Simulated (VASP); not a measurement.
# Al25Cu (a cell with a defect) in VASP: single point with PBE

Aim: the single point of Al25Cu (a cell with a defect) with PBE.

Program: VASP 6.6.1. These are calculated values, not measurements. Logs are shortened: lines on timing, memory, paths and dates and some standing lists are left out, and cuts for length are marked.

### 1 The cell of the first run

The cell holds a defect, 26 atoms: a = 8.571 Å, b = 8.571 Å, c = 8.571 Å, α = 60.00°, β = 60.00°, γ = 60.00°.

### 2 Single point, PBE

INCAR reads:

```
SYSTEM = Al25Cu
ALGO = Normal
EDIFF = 1E-6
ENCUT = 520
GGA = PE
GGA_COMPAT = .False.
ISIF = 2
ISMEAR = 1
LASPH = .True.
LCHARG = .False.
LREAL = .False.
LWAVE = .False.
NBANDS = 62
NELM = 120
PREC = Accurate
SIGMA = 0.1
```

KPOINTS reads:

```
k-points
0
Gamma
  4 4 4
  0 0 0
```

POSCAR reads:

```
Al25Cu
1.0
    0.0000000000      6.0606318429      6.0606318429
    6.0606318429      0.0000000000      6.0606318429
    6.0606318429      6.0606318429      0.0000000000
Cu Al
1 25
Direct
   -0.0013633892      0.0002280290      0.3376078688
    0.0052198353     -0.0087615452      0.6508802386
   -0.0071542046      0.3375301541      0.0139637256
   -0.0006112399      0.3324794431      0.3414324700
    0.0001767142      0.0736197168      0.9212547709
    0.0004086208      0.6750235959     -0.0013534067
    0.0020755262      0.6773438985      0.3275288867
   -0.0005830250      0.6577826542      0.6673204387
    0.3182371987      0.0012577071      0.0059671171
    0.3349318277     -0.0020411238      0.3267872973
    0.3511468037     -0.0083178621      0.6504288005
    0.3332028825      0.3326889097     -0.0005737026
    0.3271854406      0.3336032533      0.3391996995
    0.3271255459      0.3277566682      0.6717476998
    0.3264651362      0.6751408279     -0.0035405549
    0.3277183884      0.6704585603      0.3344655397
    0.3386130445      0.6597854982      0.6648480067
    0.6677545518      0.0019450942     -0.0019952540
    0.6867343386      0.0042333870      0.3175820690
    0.6673396611     -0.0023436500      0.6681324827
    0.6533092758      0.3464775711      0.0039122984
    0.6649124389      0.3353558759      0.3394937283
    0.6716465553      0.3303587071      0.6718907542
    0.6611602724      0.6716882176      0.0040043680
    0.6692906953      0.6691380709      0.3325193729
    0.6750570908      0.6575683202      0.6664952772
```

Potentials or basis: VASP PAW PBE potentials, release 64 (Cu, Al).

On the command line:

```
$ cat potpaw_PBE.64/Cu/POTCAR potpaw_PBE.64/Al/POTCAR > POTCAR
$ mpirun -np 1 vasp_std > vasp.out
```

OUTCAR:

```text
SYSTEM = Al25Cu
   EDIFF = 1E-6
   ENCUT = 520
   GGA = PE
   ISIF = 2
   ISMEAR = 1
   LASPH = .True.
   LREAL = .False.
   NELM = 120
   PREC = Accurate

 ion  position               nearest neighbor table
   1  0.999  0.000  0.338-   2 2.68  19 2.75   9 2.79   7 2.80  16 2.82  10 2.83   3 2.83  20 2.84
                            22 2.87   4 2.87   8 2.88
   2  0.005  0.991  0.651-   1 2.68   5 2.72   4 2.80  20 2.80  10 2.80   8 2.81  17 2.85   6 2.85
                            23 2.89  18 2.94  11 2.96
   3  0.993  0.338  0.014-   5 2.71  22 2.80   4 2.81   1 2.83  12 2.84   9 2.84  24 2.85   6 2.86
                             8 2.86  14 2.90  21 2.92
   4  0.999  0.332  0.341-   2 2.80  13 2.80   3 2.81  23 2.82  25 2.86  22 2.86   1 2.87  10 2.87
                            12 2.90   7 2.91   6 2.94
   5  0.000  0.074  0.921-   3 2.71   2 2.72  21 2.72  11 2.73   9 2.86  18 2.90  19 3.09   6 3.14
                            15 3.15
   6  0.000  0.675  0.999-  15 2.79  18 2.83   7 2.84  25 2.85   2 2.85   3 2.86  17 2.88  12 2.89
                            24 2.90   8 2.92   4 2.94   5 3.14
   7  0.002  0.677  0.328-  19 2.75  16 2.79   1 2.80  15 2.81   8 2.82   6 2.84  26 2.86  25 2.87
                            13 2.87   4 2.91
   8  0.999  0.658  0.667-  26 2.78   2 2.81  14 2.82   7 2.82  16 2.83   3 2.86  20 2.88   1 2.88
                            24 2.89  17 2.91   6 2.92
   9  0.318  0.001  0.006-   1 2.79  15 2.80  10 2.81  16 2.83  14 2.83   3 2.84   5 2.86  12 2.88
[... 21 lines left out ...]
  20  0.667  0.998  0.668-   2 2.80  11 2.82   1 2.84  24 2.84  18 2.85  22 2.86  14 2.87   8 2.88
                            23 2.89  26 2.89  19 2.90   9 2.94
  21  0.653  0.346  0.004-   5 2.72  26 2.78  15 2.81  19 2.82  24 2.82  12 2.82  13 2.84  23 2.84
                            22 2.88   3 2.92  18 2.92
  22  0.665  0.335  0.339-   3 2.80  19 2.84  25 2.85  20 2.86  23 2.86   4 2.86   1 2.87  14 2.87
                            24 2.88  21 2.88  16 2.88  13 2.90
  23  0.672  0.330  0.672-  26 2.80  18 2.81   4 2.82  17 2.84  21 2.84  12 2.85  22 2.86  20 2.89
                             2 2.89  25 2.91  14 2.96
  24  0.661  0.672  0.004-  21 2.82  18 2.83  20 2.84  25 2.84  16 2.85   3 2.85  22 2.88   9 2.88
                            15 2.89   8 2.89  26 2.90   6 2.90
  25  0.669  0.669  0.333-  26 2.84  24 2.84  17 2.84  10 2.84   6 2.85  22 2.85   4 2.86  18 2.86
                             7 2.87  19 2.89  23 2.91  16 2.91
  26  0.675  0.658  0.666-   8 2.78  21 2.78  23 2.80  11 2.82  25 2.84   7 2.86  17 2.88  20 2.89
                            24 2.90  15 2.91  19 2.98

  LATTYP: Found a face centered cubic cell.
 ALAT       =    12.1212636858

  Lattice vectors:

 A1 = (   0.0000000000,   6.0606318429,   6.0606318429)
 A2 = (   6.0606318429,   0.0000000000,   6.0606318429)
 A3 = (   6.0606318429,   6.0606318429,   0.0000000000)

Analysis of symmetry for initial positions (statically):
=====================================================================
 Subroutine PRICEL returns:
 Original cell was already a primitive cell.

 Routine SETGRP: Setting up the symmetry group for a
 face centered cubic supercell.

 Subroutine GETGRP returns: Found  1 space group operations
 (whereof  1 operations were pure point group operations)
 out of a pool of 48 trial point group operations.

The static configuration has the point symmetry C_1 .

Analysis of symmetry for dynamics (positions and initial velocities):
=====================================================================
 Subroutine PRICEL returns:
 Original cell was already a primitive cell.

 Routine SETGRP: Setting up the symmetry group for a
 face centered cubic supercell.

 Subroutine GETGRP returns: Found  1 space group operations
 (whereof  1 operations were pure point group operations)
 out of a pool of 48 trial point group operations.

The dynamic configuration has the point symmetry C_1 .

 Subroutine INISYM returns: Found  1 space group operations
 (whereof  1 operations are pure point group operations),
 and found     1 'primitive' translations

----------------------------------------------------------------------------------------

                                     Primitive cell

  volume of cell :     445.2293

  direct lattice vectors                    reciprocal lattice vectors
     0.000000000  6.060631843  6.060631843    -0.082499649  0.082499649  0.082499649
     6.060631843  0.000000000  6.060631843     0.082499649 -0.082499649  0.082499649
     6.060631843  6.060631843  0.000000000     0.082499649  0.082499649 -0.082499649

  length of vectors
     8.571027749  8.571027749  8.571027749     0.142893584  0.142893584  0.142893584

  position of ions in fractional coordinates (direct lattice)
[... 68 lines left out ...]
     0.020624912 -0.020624912  0.020624912     0.000000000  0.250000000  0.000000000
     0.020624912  0.020624912 -0.020624912     0.000000000  0.000000000  0.250000000

  Length of vectors
     0.035723396  0.035723396  0.035723396

  Shift w.r.t. Gamma in fractional coordinates (k-lattice)
     0.000000000  0.000000000  0.000000000

 Subroutine IBZKPT returns following result:
 ===========================================

 Found     36 irreducible k-points:

 Following reciprocal coordinates:
            Coordinates               Weight
  0.000000  0.000000  0.000000      1.000000
  0.250000  0.000000  0.000000      2.000000
  0.000000  0.250000  0.000000      2.000000
  0.000000  0.000000  0.250000      2.000000
  0.250000  0.250000  0.250000      2.000000
  0.500000  0.000000  0.000000      1.000000
[... 16 lines left out ...]
  0.250000  0.500000  0.500000      2.000000
  0.500000  0.000000  0.250000      2.000000
 [... further k-points ...]
   k-points           NKPTS =     36   k-points in BZ     NKDIM =     36   number of bands    NBANDS=     62
   number of dos      NEDOS =    301   number of ions     NIONS =     26
   total plane-waves  NPLWV = 262144
   dimension x,y,z NGX =    64 NGY =   64 NGZ =   64
   dimension x,y,z NGXF=   128 NGYF=  128 NGZF=  128
   ions per type =               1  25
   NGX,Y,Z   is equivalent  to a cutoff of  12.41, 12.41, 12.41 a.u.
   NGXF,Y,Z  is equivalent  to a cutoff of  24.83, 24.83, 24.83 a.u.
 SYSTEM =  Al25Cu
   PREC   = accura    normal or accurate (medium, high low for compatibility)
   ISTART =      0    job   : 0-new  1-cont  2-samecut
   ICHARG =      2    charge: 1-file 2-atom 10-const
   ISPIN  =      1    spin polarized calculation?
   LNONCOLLINEAR =      F non collinear calculations
   LSORBIT =      F    spin-orbit coupling
   LASPH  =      T    aspherical Exc in radial PAW
   ENCUT  =  520.0 eV  38.22 Ry    6.18 a.u.  15.94 15.94 15.94*2*pi/ulx,y,z
   NELM   =    120;   NELMIN=  2; NELMDL= -5     # of ELM steps
   EDIFF  = 0.1E-05   stopping-criterion for ELM
   LREAL  =      F    real-space projection
   EDIFFG = 0.1E-04   stopping-criterion for IOM
   NSW    =      0    number of steps for IOM
   IBRION =     -1    ionic relax: 0-MD 1-quasi-New 2-CG
   NFREE  =      0    steps in history (QN), initial steepest desc. (CG)
   ISIF   =      2    stress and relaxation
   ISYM   =      2    0-nonsym 1-usesym 2-fastsym
   POTIM  = 0.5000    time-step for ionic-motion
   TEBEG  =    0.0;   TEEND  =   0.0 temperature during run
   PSTRESS=    0.0 pullay stress
   NELECT =      86.0000    total number of electrons
   NUPDOWN=      -1.0000    fix difference up-down
   EMIN   =  10.00;   EMAX   =-10.00  energy-range for DOS
   EFERMI =   0.00;   METHOD = LEGACY
   ISMEAR =     1;   SIGMA  =   0.10  broadening in eV -4-tet -1-fermi 0-gaus
   EFERMI_NEDOS =   21; number of points for ismear=-14 and -15
   IALGO  =     38    algorithm
   IMIX   =      4    mixing-type and parameters
     AMIX     =   0.40;   BMIX     =  1.00
     AMIX_MAG =   1.60;   BMIX_MAG =  1.00
  volume/ion in A,a.u.               =      17.12       115.56
  Fermi-wavevector in a.u.,A,eV,Ry     =   0.946338  1.788320 12.184781  0.895556
  Thomas-Fermi vector in A             =   2.074326
   LORBIT       =      0    0 simple, 1 ext, 2 COOP (PROOUT), +10 PAW based schemes
   GGA     = PE    functional components
   LHFCALC =     F    Hartree Fock is set to
   AEXX    =    0.0000 exact exchange contribution
   IVDW    =     0    specifies the selected vdW correction
   LEPSILON=     F    determine dielectric tensor
   LRPA    =     F    only Hartree local field effects (RPA)
 non-spin polarized calculation
 Methfessel and Paxton  Order N= 1 SIGMA  =   0.10
  energy-cutoff  :      520.00
  volume of cell :      445.23
 maximum number of plane-waves:     12039
   NGX = 31   NGY = 31   NGZ = 31

 number of electron      86.0000009 magnetization

 Free energy of the ion-electron system (eV)
  ---------------------------------------------------
  ext. energy  EPLUGINS =         0.00000000
  ---------------------------------------------------
  free energy    TOTEN  =       -96.41946273 eV

  energy without entropy =      -96.41039240  energy(sigma->0) =      -96.41643929

 E-fermi :   7.4385     XC(G=0): -10.0607

 val. band max:        7.4382450427   @ k =   0.2500  -0.2500   0.5000
 cond. band min:       7.4423646160   @ k =   0.2500   0.0000   0.2500
 fundamental gap:      0.0041195733
 Fermi energy:         7.4384550199

 k-point     1 :       0.0000    0.0000    0.0000
  band No.  band energies     occupation
      1      -3.3827      2.00000
      2      -0.5732      2.00000
      3      -0.5475      2.00000
      4      -0.5081      2.00000
      5      -0.4947      2.00000
      6      -0.4514      2.00000
[... 1381 lines left out ...]
     54       9.2804     -0.00000
     55       9.4991      0.00000

 [... further k-points ...]

 [bands above 55 left out]

------------------------ aborting loop because EDIFF is reached ----------------------------------------

  FORCE on cell =-STRESS in cart. coord.  units (eV):
  Direction    XX          YY          ZZ          XY          YZ          ZX
  --------------------------------------------------------------------------------------
  -------------------------------------------------------------------------------------
  Total       -3.6331510     -4.1530715     -4.7428200      0.2889036      0.2030468      0.0532065
  in kB      -13.0740554    -14.9450126    -17.0672487      1.0396325      0.7306729      0.1914660
  external PRESSURE =     -15.0287723 kB  Pullay stress =       0.0000000 kB

 VOLUME and BASIS-vectors are now :
 -----------------------------------------------------------------------------
  energy-cutoff  :      520.00
  volume of cell :      445.23
      direct lattice vectors                 reciprocal lattice vectors
     0.000000000  6.060631843  6.060631843    -0.082499649  0.082499649  0.082499649
     6.060631843  0.000000000  6.060631843     0.082499649 -0.082499649  0.082499649
     6.060631843  6.060631843  0.000000000     0.082499649  0.082499649 -0.082499649

 POSITION                                       TOTAL-FORCE (eV/Angst)
 -----------------------------------------------------------------------------------
      2.04750      8.09849      6.05375        -0.027884     -0.027108      0.010341
      9.95228      3.97638      6.03917         0.041539     -0.015229      0.039157
      2.13027      6.10190      8.06292        -0.033485     -0.037127      0.029508
      4.08433      8.12622      8.07196        -0.012442     -0.025827      0.020688
      6.02957      5.58446      0.44725        -0.010061      0.360100     -0.384912
     10.14350      6.05491      4.09355         0.007001     -0.017749      0.012468
[... 18 lines left out ...]
      6.07068      6.07160      8.11172        -0.002875     -0.013592      0.008027
      8.02466      8.13066      8.07655         0.022196     -0.026787      0.011857
 -----------------------------------------------------------------------------------
    total drift:                               -0.000576      0.000127      0.000165

  FREE ENERGIE OF THE ION-ELECTRON SYSTEM (eV)
  ---------------------------------------------------
  free  energy   TOTEN  =       -96.4194627289 eV

  energy  without entropy=      -96.4103923996  energy(sigma->0) =      -96.41643929
```

It took 21 min on 1 thread of Intel Xeon 6975P-C (Granite Rapids), shared host; peak memory 1 GiB.

What came out:

```
Free energy            : -96.4195 eV
Pressure               : -1.5 GPa
Largest force          : 0.527 eV/Å
Band gap on the k mesh : zero (bands 43 and 44 overlap by 0.68 eV)
```

Forces on the atoms (eV/Å):
```
Cu  -0.028 -0.027  0.010
Al   0.042 -0.015  0.039
Al  -0.033 -0.037  0.030
Al  -0.012 -0.026  0.021
Al  -0.010  0.360 -0.385
Al   0.007 -0.018  0.012
Al  -0.003 -0.008  0.001
Al   0.019 -0.005  0.024
Al  -0.005  0.026  0.047
Al   0.012  0.002  0.012
Al   0.044 -0.038  0.009
Al   0.013 -0.004  0.010
Al  -0.017 -0.014  0.029
Al   0.001 -0.011  0.021
Al   0.009 -0.009  0.018
Al  -0.005 -0.005  0.015
Al   0.014 -0.017  0.017
Al  -0.001 -0.026 -0.018
Al  -0.002 -0.026 -0.015
Al   0.000 -0.007  0.005
Al  -0.035 -0.013  0.034
Al  -0.012 -0.021  0.019
Al  -0.005 -0.013  0.015
Al  -0.011 -0.006  0.011
Al  -0.003 -0.014  0.008
Al   0.022 -0.027  0.012
```
